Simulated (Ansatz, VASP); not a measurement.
## Two plane-wave programs on ZrB

Contents of INCAR:

```
PREC     = Accurate       # precision mode
ENCUT    = 520            # plane-wave cutoff, eV
EDIFF    = 1E-7           # SCF threshold, eV
ISMEAR   = 0              # smearing method
SIGMA    = 0.05           # smearing width, eV
LREAL    = False          # projectors in reciprocal space
LASPH    = True           # aspherical terms in the spheres
NELM     = 80             # most SCF steps
ALGO     = Normal         # electronic algorithm
ISIF     = 2              # what is computed and relaxed
LWAVE    = False          # write WAVECAR
LCHARG   = False          # write CHGCAR
GGA      = PE             # functional
NBANDS   = 14             # bands
```

Contents of KPOINTS:

```
Automatic mesh
0
Gamma
  12 12 12
```

POSCAR

```
ZrB
1.0
    0.0000000000      2.4521217160      2.4521217160
    2.4276004988      0.0000000000      2.4521217160
    2.4276004988      2.4521217160      0.0000000000
Zr B
1 1
Direct
    0.5000000000      0.5000000000      0.5000000000
    0.0000000000      0.0000000000      0.0000000000
```

Input for Ansatz:

```yaml
crystal:
  lattice:
    - [0.0, 2.452121716, 2.452121716]
    - [2.4276004988, 0.0, 2.452121716]
    - [2.4276004988, 2.452121716, 0.0]
  atoms:
    - { symbol: Zr, position: [0.5, 0.5, 0.5] }
    - { symbol: B, position: [0.0, 0.0, 0.0] }
basis:
  ecutwfc: 420
  ecutrho_ratio: 4
kpoints:
  mp_grid: { grid: [12, 12, 12] }
hamiltonian:
  xc: pbe
scf:
  occupations: { method: gaussian, width: 0.05 }
output:
  forces: true
  stress: true
  eigenvalues: true
```

Change from the starting cell: strain e1 = -0.01, atoms carried along.

Alike in both runs: task single point; functional PBE; k mesh 12 × 12 × 12; occupations gaussian, width 0.05 eV; no spin polarisation.

|  | VASP | Ansatz |
| --- | --- | --- |
| version | VASP 6.6.1 | Ansatz 0.2.0 |
| potentials or method | VASP PAW PBE potentials, release 64 (Zr_sv, B), cutoff 520 eV | scalar-relativistic, plane waves, PAW |
| valence electrons in the cell | 15 | 15 |

|  | VASP | Ansatz | Ansatz less VASP |
| --- | --- | --- | --- |
| gap on the k mesh at the Fermi level (eV) | none | none | - |
| pressure (GPa) | 1.8 | 1.7 | -0.11 |
| traceless stress, the component that is largest in VASP (GPa) | 2.15 | 2.14 | -0.004 |

A gap of «none» marks a metal or a gap that the smearing closes. With one functional, cell and mesh, what is left measures potentials, basis and numerics.
